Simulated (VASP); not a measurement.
# HC12 (a cell with a defect) in VASP: notebook

HC12 (a cell with a defect) is run at these levels: LDA; tasks: single point.

All numbers are computed with VASP 6.6.1; they aren't measurements. Logs are shortened: lines on timing, memory, paths and dates and some standing lists are left out, and cuts for length are marked.

### 1 The cell of the first run

The cell holds a defect, 13 atoms: a = 4.325 Å, b = 4.325 Å, c = 4.325 Å, α = 80.41°, β = 70.53°, γ = 60.00°.

### 2 Single point, LDA

Input file INCAR:

```
ALGO = Normal
EDIFF = 1E-7
ENCUT = 520
ISIF = 2
ISMEAR = 0
LASPH = T
LCHARG = F
LREAL = F
LWAVE = F
NBANDS = 36
NELECT = 48.0
NELM = 80
PREC = Accurate
SIGMA = 0.05
```

Input file KPOINTS:

```
k-points
0
Gamma
  6 6 6
```

Input file POSCAR:

```
HC12
1.0
    1.7657489870     -3.5314979740     -1.7657489870
    3.5314979740     -1.7657489870      1.7657489870
   -1.7657489870     -3.5314979740      1.7657489870
C H
12 1
Direct
    0.2500000000      1.0000000000      0.2500000000
    0.0833333333      0.3333333333      0.7500000000
    0.9166666667      0.6666666667      0.2500000000
    0.7500000000      1.0000000000      0.7500000000
    0.5833333333      0.3333333333      0.2500000000
    0.4166666667      0.6666666667      0.7500000000
    0.9583333333      0.3333333333      0.1250000000
    0.7916666667      0.6666666667      0.6250000000
    0.6250000000      1.0000000000      0.1250000000
    0.4583333333      0.3333333333      0.6250000000
    0.2916666667      0.6666666667      0.1250000000
    0.1250000000      1.0000000000      0.6250000000
    1.3333333333      0.2500000000      0.5833333333
```

Potentials or basis: VASP PAW LDA potentials, release 64 (C, H).

Launch:

```bash
$ cat potpaw_LDA.64/C/POTCAR potpaw_LDA.64/H/POTCAR > POTCAR
$ mpirun -np 1 vasp_std > vasp.out
```

OUTCAR:

```text
EDIFF = 1E-7
   ENCUT = 520
   ISIF = 2
   ISMEAR = 0
   LASPH = T
   LREAL = F
   NELECT = 48.0
   NELM = 80
   PREC = Accurate

 ion  position               nearest neighbor table
   1  0.250  0.000  0.250-  11 1.53   9 1.53   7 1.53  12 1.53
   2  0.083  0.333  0.750-  13 1.00  12 1.53  10 1.53   7 1.53   8 1.53
   3  0.917  0.667  0.250-   8 1.53   9 1.53  11 1.53   7 1.53
   4  0.750  0.000  0.750-   8 1.53   9 1.53  10 1.53  12 1.53
   5  0.583  0.333  0.250-   9 1.53   7 1.53  10 1.53  11 1.53
   6  0.417  0.667  0.750-   8 1.53  11 1.53  12 1.53  10 1.53
   7  0.958  0.333  0.125-   1 1.53   2 1.53   5 1.53   3 1.53
   8  0.792  0.667  0.625-   4 1.53   3 1.53   2 1.53   6 1.53
   9  0.625  0.000  0.125-   5 1.53   3 1.53   4 1.53   1 1.53
  10  0.458  0.333  0.625-  13 0.86   4 1.53   5 1.53   2 1.53   6 1.53
  11  0.292  0.667  0.125-   1 1.53   3 1.53   5 1.53   6 1.53
  12  0.125  0.000  0.625-   2 1.53   1 1.53   4 1.53   6 1.53
  13  0.333  0.250  0.583-  10 0.86   2 1.00

  LATTYP: Found a base centered monoclinic cell.
 ALAT       =     4.3251840320
 B/A-ratio  =     1.7320508076
 C/A-ratio  =     1.0000000000
 COS(beta)  =    -0.3333333333

  Lattice vectors:

 A1 = (   1.7657489870,   1.7657489870,   3.5314979740)
 A2 = (  -3.5314979740,   1.7657489870,  -1.7657489870)
 A3 = (  -1.7657489870,  -3.5314979740,   1.7657489870)

Analysis of symmetry for initial positions (statically):
=====================================================================
 Subroutine PRICEL returns:
 Original cell was already a primitive cell.

 Routine SETGRP: Setting up the symmetry group for a
 base centered monoclinic supercell.

 Subroutine GETGRP returns: Found  1 space group operations
 (whereof  1 operations were pure point group operations)
 out of a pool of  4 trial point group operations.

The static configuration has the point symmetry C_1 .

Analysis of symmetry for dynamics (positions and initial velocities):
=====================================================================
 Subroutine PRICEL returns:
 Original cell was already a primitive cell.

 Routine SETGRP: Setting up the symmetry group for a
 base centered monoclinic supercell.

 Subroutine GETGRP returns: Found  1 space group operations
 (whereof  1 operations were pure point group operations)
 out of a pool of  4 trial point group operations.

The dynamic configuration has the point symmetry C_1 .

 Subroutine INISYM returns: Found  1 space group operations
 (whereof  1 operations are pure point group operations),
 and found     1 'primitive' translations

----------------------------------------------------------------------------------------

                                     Primitive cell

  volume of cell :      66.0645

  direct lattice vectors                    reciprocal lattice vectors
     1.765748987 -3.531497974 -1.765748987     0.047194326 -0.141582978 -0.235971630
     3.531497974 -1.765748987  1.765748987     0.188777304  0.000000000  0.188777304
    -1.765748987 -3.531497974  1.765748987    -0.141582978 -0.141582978  0.141582978

  length of vectors
     4.325184032  4.325184032  4.325184032     0.279205398  0.266971424  0.245228911

  position of ions in fractional coordinates (direct lattice)
     0.250000000  0.000000000  0.250000000
     0.083333333  0.333333333  0.750000000
     0.916666667  0.666666667  0.250000000
     0.750000000  0.000000000  0.750000000
     0.583333333  0.333333333  0.250000000
     0.416666667  0.666666667  0.750000000
     0.958333333  0.333333333  0.125000000
     0.791666667  0.666666667  0.625000000
     0.625000000  0.000000000  0.125000000
     0.458333333  0.333333333  0.625000000
     0.291666667  0.666666667  0.125000000
     0.125000000  0.000000000  0.625000000
     0.333333333  0.250000000  0.583333333

  ion indices of the primitive-cell ions
   primitive index   ion index
                 1           1
                 2           2
                 3           3
                 4           4
                 5           5
                 6           6
                 7           7
                 8           8
                 9           9
                10          10
                11          11
                12          12
                13          13

----------------------------------------------------------------------------------------

 KPOINTS: k-points

Automatic generation of k-mesh.
 Grid dimensions read from file:
 generate k-points for:    6    6    6

 Generating k-lattice:

  Cartesian coordinates                     Fractional coordinates (reciprocal lattice)
     0.007865721 -0.023597163 -0.039328605     0.166666667 -0.000000000 -0.000000000
     0.031462884  0.000000000  0.031462884     0.000000000  0.166666667  0.000000000
    -0.023597163 -0.023597163  0.023597163     0.000000000  0.000000000  0.166666667

  Length of vectors
     0.046534233  0.044495237  0.040871485

  Shift w.r.t. Gamma in fractional coordinates (k-lattice)
     0.000000000  0.000000000  0.000000000

 Subroutine IBZKPT returns following result:
 ===========================================

 Found    112 irreducible k-points:

 Following reciprocal coordinates:
            Coordinates               Weight
  0.000000  0.000000  0.000000      1.000000
  0.166667  0.000000  0.000000      2.000000
 -0.166667 -0.166667 -0.000000      2.000000
  0.333333 -0.000000  0.000000      2.000000
 -0.333333 -0.333333 -0.000000      2.000000
  0.500000 -0.000000  0.000000      1.000000
[... 16 lines left out ...]
 -0.166667 -0.166667 -0.166667      2.000000
  0.333333 -0.000000  0.166667      2.000000
 [... further k-points ...]
   k-points           NKPTS =    112   k-points in BZ     NKDIM =    112   number of bands    NBANDS=     36
   number of dos      NEDOS =    301   number of ions     NIONS =     13
   total plane-waves  NPLWV =  32768
   dimension x,y,z NGX =    32 NGY =   32 NGZ =   32
   dimension x,y,z NGXF=    64 NGYF=   64 NGZF=   64
   ions per type =              12   1
   NGX,Y,Z   is equivalent  to a cutoff of  12.30, 12.30, 12.30 a.u.
   NGXF,Y,Z  is equivalent  to a cutoff of  24.60, 24.60, 24.60 a.u.
 SYSTEM =  unknown system
   PREC   = accura    normal or accurate (medium, high low for compatibility)
   ISTART =      0    job   : 0-new  1-cont  2-samecut
   ICHARG =      2    charge: 1-file 2-atom 10-const
   ISPIN  =      1    spin polarized calculation?
   LNONCOLLINEAR =      F non collinear calculations
   LSORBIT =      F    spin-orbit coupling
   LASPH  =      T    aspherical Exc in radial PAW
   ENCUT  =  520.0 eV  38.22 Ry    6.18 a.u.   8.04  8.04  8.04*2*pi/ulx,y,z
   NELM   =     80;   NELMIN=  2; NELMDL= -5     # of ELM steps
   EDIFF  = 0.1E-06   stopping-criterion for ELM
   LREAL  =      F    real-space projection
   EDIFFG = 0.1E-05   stopping-criterion for IOM
   NSW    =      0    number of steps for IOM
   IBRION =     -1    ionic relax: 0-MD 1-quasi-New 2-CG
   NFREE  =      0    steps in history (QN), initial steepest desc. (CG)
   ISIF   =      2    stress and relaxation
   ISYM   =      2    0-nonsym 1-usesym 2-fastsym
   POTIM  = 0.5000    time-step for ionic-motion
   TEBEG  =    0.0;   TEEND  =   0.0 temperature during run
   PSTRESS=    0.0 pullay stress
   NELECT =      48.0000    total number of electrons
   NUPDOWN=      -1.0000    fix difference up-down
   EMIN   =  10.00;   EMAX   =-10.00  energy-range for DOS
   EFERMI =   0.00;   METHOD = LEGACY
   ISMEAR =     0;   SIGMA  =   0.05  broadening in eV -4-tet -1-fermi 0-gaus
   EFERMI_NEDOS =   21; number of points for ismear=-14 and -15
   IALGO  =     38    algorithm
   IMIX   =      4    mixing-type and parameters
     AMIX     =   0.40;   BMIX     =  1.00
     AMIX_MAG =   1.60;   BMIX_MAG =  1.00
  volume/ion in A,a.u.               =       5.08        34.29
  Fermi-wavevector in a.u.,A,eV,Ry     =   1.471745  2.781195 29.470667  2.166033
  Thomas-Fermi vector in A             =   2.586844
   LORBIT       =      0    0 simple, 1 ext, 2 COOP (PROOUT), +10 PAW based schemes
   GGA     = CA    functional components
   LHFCALC =     F    Hartree Fock is set to
   AEXX    =    0.0000 exact exchange contribution
   IVDW    =     0    specifies the selected vdW correction
   LEPSILON=     F    determine dielectric tensor
   LRPA    =     F    only Hartree local field effects (RPA)
 non-spin polarized calculation
 Gauss-broadening in eV      SIGMA  =   0.05
  energy-cutoff  :      520.00
  volume of cell :       66.06
 maximum number of plane-waves:      1807
   NGX = 17   NGY = 17   NGZ = 17

 number of electron      47.9999998 magnetization

 Free energy of the ion-electron system (eV)
  ---------------------------------------------------
  ext. energy  EPLUGINS =         0.00000000
  ---------------------------------------------------
  free energy    TOTEN  =      -128.93506259 eV

  energy without entropy =     -128.93506259  energy(sigma->0) =     -128.93506259

 E-fermi :  10.5859     XC(G=0): -13.6312

 val. band max:       10.3283486758   @ k =   0.0000   0.0000   0.0000
 cond. band min:      13.7829409849   @ k =   0.3333  -0.3333   0.3333
 fundamental gap:      3.4545923092
 Fermi energy:        10.5859226473

 k-point     1 :       0.0000    0.0000    0.0000
  band No.  band energies     occupation
      1     -12.8329      2.00000
      2      -8.1404      2.00000
      3      -4.9563      2.00000
      4      -3.9616      2.00000
      5      -3.7276      2.00000
      6      -3.4340      2.00000
[... 28 lines left out ...]
     35      20.0887      0.00000
     36      20.8064      0.00000

 k-point     2 :       0.1667    0.0000    0.0000
  band No.  band energies     occupation
      1     -12.6655      2.00000
      2      -8.3021      2.00000
      3      -5.2869      2.00000
      4      -4.9734      2.00000
      5      -4.1957      2.00000
      6      -3.7088      2.00000
[... 28 lines left out ...]
     35      20.1976      0.00000
     36      20.4570      0.00000

 k-point     3 :      -0.1667   -0.1667   -0.0000
  band No.  band energies     occupation
      1     -12.6651      2.00000
      2      -8.3100      2.00000
      3      -5.3081      2.00000
      4      -4.9488      2.00000
      5      -4.1781      2.00000
      6      -3.6496      2.00000
[... 28 lines left out ...]
     35      20.1454      0.00000
     36      20.4731      0.00000

 k-point     4 :       0.3333   -0.0000    0.0000
  band No.  band energies     occupation
      1     -12.2525      2.00000
      2      -8.7246      2.00000
      3      -6.5059      2.00000
      4      -5.1712      2.00000
      5      -4.8670      2.00000
      6      -4.1292      2.00000
[... 28 lines left out ...]
     35      20.2528      0.00000
     36      20.3593      0.00000

 k-point     5 :      -0.3333   -0.3333   -0.0000
  band No.  band energies     occupation
      1     -12.2505      2.00000
      2      -8.7472      2.00000
      3      -6.5006      2.00000
      4      -5.1923      2.00000
      5      -4.8366      2.00000
      6      -4.0902      2.00000
[... 655 lines left out ...]
 k-point    22 :       0.1667   -0.0000    0.1667
  band No.  band energies     occupation
      1     -12.6259      2.00000
      2      -8.2852      2.00000
      3      -5.5862      2.00000
      4      -4.6671      2.00000
      5      -4.0789      2.00000
      6      -3.5247      2.00000
[... 28 lines left out ...]
     35      20.5256      0.00000
     36      21.6008      0.00000

 k-point    23 :      -0.1667   -0.1667   -0.1667
  band No.  band energies     occupation
      1     -12.6257      2.00000
      2      -8.2933      2.00000
      3      -5.5967      2.00000
      4      -4.6159      2.00000
      5      -4.0373      2.00000
      6      -3.5799      2.00000
[... 28 lines left out ...]
     35      20.5267      0.00000
     36      21.6031      0.00000

 k-point    24 :       0.3333   -0.0000    0.1667
  band No.  band energies     occupation
      1     -12.2709      2.00000
      2      -8.5321      2.00000
      3      -6.2216      2.00000
      4      -5.1484      2.00000
      5      -4.9079      2.00000
      6      -4.3423      2.00000
[... 28 lines left out ...]
     35      19.6988      0.00000
     36      20.7147      0.00000

 [... further k-points ...]

------------------------ aborting loop because EDIFF is reached ----------------------------------------

  FORCE on cell =-STRESS in cart. coord.  units (eV):
  Direction    XX          YY          ZZ          XY          YZ          ZX
  --------------------------------------------------------------------------------------
  -------------------------------------------------------------------------------------
  Total       -3.7757390      1.2110434     -4.4054906     -7.9086245      1.6703926     -3.9717544
  in kB      -91.5681426     29.3698783   -106.8406972   -191.7976991     40.5098827    -96.3218525
  external PRESSURE =     -56.3463205 kB  Pullay stress =       0.0000000 kB

 VOLUME and BASIS-vectors are now :
 -----------------------------------------------------------------------------
  energy-cutoff  :      520.00
  volume of cell :       66.06
      direct lattice vectors                 reciprocal lattice vectors
     1.765748987 -3.531497974 -1.765748987     0.047194326 -0.141582978 -0.235971630
     3.531497974 -1.765748987  1.765748987     0.188777304  0.000000000  0.188777304
    -1.765748987 -3.531497974  1.765748987    -0.141582978 -0.141582978  0.141582978

 POSITION                                       TOTAL-FORCE (eV/Angst)
 -----------------------------------------------------------------------------------
      0.00000     -1.76575      0.00000         0.128505      0.245469     -0.246836
     -0.00000     -3.53150      1.76575        -5.215622      2.818805      9.222855
      3.53150     -5.29725     -0.00000         0.235119      0.177540     -0.172264
      0.00000     -5.29725      0.00000        -0.420895     -0.616243      0.173716
      1.76575     -3.53150      0.00000         1.564863      0.892152     -1.248692
      1.76575     -5.29725      1.76575        -0.338121     -0.134846      0.765191
      2.64862     -4.41437     -0.88287        -0.140725     -1.019402     -0.087110
      2.64862     -6.18012      0.88287         0.388293      0.303996     -0.542211
      0.88287     -2.64862     -0.88287        -0.155261      0.008787     -0.024165
      0.88287     -4.41437      0.88287        10.778140    -17.749578     -1.842577
      2.64862     -2.64862      0.88287        -0.231230     -0.063944      0.249310
     -0.88287     -2.64862      0.88287        -0.657013      1.032617     -0.369300
      0.44144     -3.67864      0.88287        -5.936053     14.104645     -5.877916
 -----------------------------------------------------------------------------------
    total drift:                                0.000004      0.000017      0.000138

  FREE ENERGIE OF THE ION-ELECTRON SYSTEM (eV)
  ---------------------------------------------------
  free  energy   TOTEN  =      -128.9350625897 eV

  energy  without entropy=     -128.9350625897  energy(sigma->0) =     -128.93506259
```

Wall time 1.9 min (1 thread of Intel Xeon Platinum 8488C (Sapphire Rapids), shared host); peak memory 0.28 GiB.

What came out:

```
Free energy   : -128.9351 eV
Largest force : 20.847 eV/Å
```

Forces in eV/Å, atoms in the order of the input:
```
C     0.129   0.245  -0.247
C    -5.216   2.819   9.223
C     0.235   0.178  -0.172
C    -0.421  -0.616   0.174
C     1.565   0.892  -1.249
C    -0.338  -0.135   0.765
C    -0.141  -1.019  -0.087
C     0.388   0.304  -0.542
C    -0.155   0.009  -0.024
C    10.778 -17.750  -1.843
C    -0.231  -0.064   0.249
C    -0.657   1.033  -0.369
H    -5.936  14.105  -5.878
```

Levels at points of the mesh, in eV from the Fermi level:
```
           k point  band 20  band 21  band 22  band 23  band 24  band 25  band 26  band 27  band 28  band 29
(0.00, 0.00, 0.00)    -3.73    -3.25    -0.59    -0.39    -0.26     3.59     4.99     5.08     5.78     6.33
(0.50, 0.00, 0.00)    -4.88    -4.63    -4.44    -2.52    -2.41     4.85     5.42     6.20     6.49     7.87
(0.50, 0.50, 0.00)    -4.92    -4.74    -4.43    -2.43    -2.29     4.48     6.12     6.24     6.51     7.59
(0.00, 0.50, 0.00)    -5.09    -3.37    -3.17    -2.38    -1.42     3.49     4.43     6.53     6.74     7.65
(0.00, 0.00, 0.50)    -5.41    -3.25    -2.53    -1.73    -1.71     5.64     6.60     6.68     6.99     7.06
(0.50, 0.00, 0.50)    -4.04    -3.98    -3.58    -3.12    -3.08     3.58     4.34     4.53     5.98     6.92
(0.50, 0.50, 0.50)    -4.00    -3.96    -3.58    -3.15    -3.10     3.58     4.36     4.74     5.98     6.81
(0.00, 0.50, 0.50)    -4.91    -4.88    -4.38    -4.16    -4.10     5.30     5.53     5.77     6.14     6.22
```

Caveat: the cell carries a net charge on a neutralising background, which shifts energy and pressure; the cell is charged against a uniform background, so pressure and absolute levels hang on convention.

[end of part 1 of 2]
